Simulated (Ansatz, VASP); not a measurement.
# Mg in VASP and in Ansatz

The input POSCAR:

```
Mg
1.0
    3.2016013735      0.0000000000      0.0000000000
   -1.6008006867      2.7726681223      0.0000000000
    0.0000000000      0.0000000000      5.0415674113
Mg
2
Direct
    0.3333333333      0.6666666667      0.2500000000
    0.6666666667      0.3333333333      0.7500000000
```

The input INCAR.step1:

```
SYSTEM = Mg
PREC = Accurate
ENCUT = 520
ISMEAR = 0
SIGMA = 0.1
LREAL = .False.
LASPH = .True.
NELM = 100
NBANDS = 9
GGA = PE
ALGO = Normal
EDIFF = 1E-4
LWAVE = .True.
LCHARG = .False.
```

Contents of INCAR.step2:

```
SYSTEM = Mg
PREC = Accurate
ENCUT = 520
EDIFF = 1E-6
ISMEAR = 0
SIGMA = 0.1
LREAL = .False.
LASPH = .True.
NELM = 100
ALGO = Normal
ISIF = 2
LWAVE = .False.
LCHARG = .False.
METAGGA = R2SCAN
LMIXTAU = .True.
NBANDS = 9
ISTART = 1
```

File KPOINTS:

```
Automatic mesh
0
Gamma
  15 15 8
  0 0 0
```

Input for Ansatz:

```yaml
crystal:
  lattice:
    - [3.2016013735, 0.0, 0.0]
    - [-1.6008006867, 2.7726681223, 0.0]
    - [0.0, 0.0, 5.0415674113]
  atoms:
    - { symbol: Mg, position: [0.3333333333, 0.6666666667, 0.25] }
    - { symbol: Mg, position: [0.6666666667, 0.3333333333, 0.75] }
basis:
  ecutwfc: 500
kpoints:
  mp_grid: { grid: [15, 15, 8] }
hamiltonian:
  xc: r2scan
scf:
  occupations: { method: gaussian, width: 0.1 }
output:
  forces: true
  stress: true
  eigenvalues: true
```

Alike in both runs: task single point; functional r2SCAN; k mesh 15 × 15 × 8; occupations gaussian, width 0.1 eV; no spin polarisation.

```csv
,VASP,Ansatz
version,VASP 6.6.1,Ansatz 0.2.0
potentials or method,"VASP PAW PBE potentials, release 64 (Mg), cutoff 520 eV","scalar-relativistic, plane waves, PAW"
valence electrons in the cell,4,20
```

|  | VASP | Ansatz | Ansatz less VASP |
| --- | --- | --- | --- |
| gap on the k mesh at the Fermi level (eV) | none | none | - |
| pressure (GPa) | 0.1 | 0.3 | +0.27 |
| traceless stress, the component that is largest in VASP (GPa) | 0.78 | 0.80 | +0.018 |

VASP's potentials were made for PBE, not for r2SCAN. A gap of «none» marks a metal or a gap that the smearing closes. With one functional, cell and mesh, what is left measures potentials, basis and numerics. VASP's potentials hold 4 valence electrons a cell and Ansatz's 20, so a difference there can come from the potentials and not from the codes.
